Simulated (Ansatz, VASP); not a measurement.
One calculation of YS, two programs

```xyz
2
Lattice="0.0000 2.7437 2.7985 2.7437 0.0000 2.7985 2.7437 2.7437 0.0000" Properties=species:S:1:pos:R:3 pbc="T T T"
Y     2.7437    2.7437    2.7985
S     0.0000    0.0000    0.0000
```

Change from the starting cell: zz strain of +2 %.

Alike in both runs: task single point; functional LDA; k mesh 8 × 8 × 8; occupations fermi-dirac, width 0.01 eV; no spin polarisation.

|  | VASP | Ansatz |
| --- | --- | --- |
| version | VASP 6.6.1 | Ansatz 0.2.0 |
| potentials or method | VASP PAW LDA potentials, release 64 (Y_sv, S), cutoff 520 eV | all-electron LAPW, scalar-relativistic |

|  | VASP | Ansatz | Ansatz less VASP |
| --- | --- | --- | --- |
| pressure (GPa) | -5.4 | -5.5 | -0.03 |
| traceless stress, the component that is largest in VASP (GPa) | -2.51 | -2.50 | +0.011 |

LDA's correlation is that of Perdew and Zunger in VASP and of Perdew and Wang (1992) in Ansatz. Ansatz ran all-electron here, and VASP with PAW potentials.
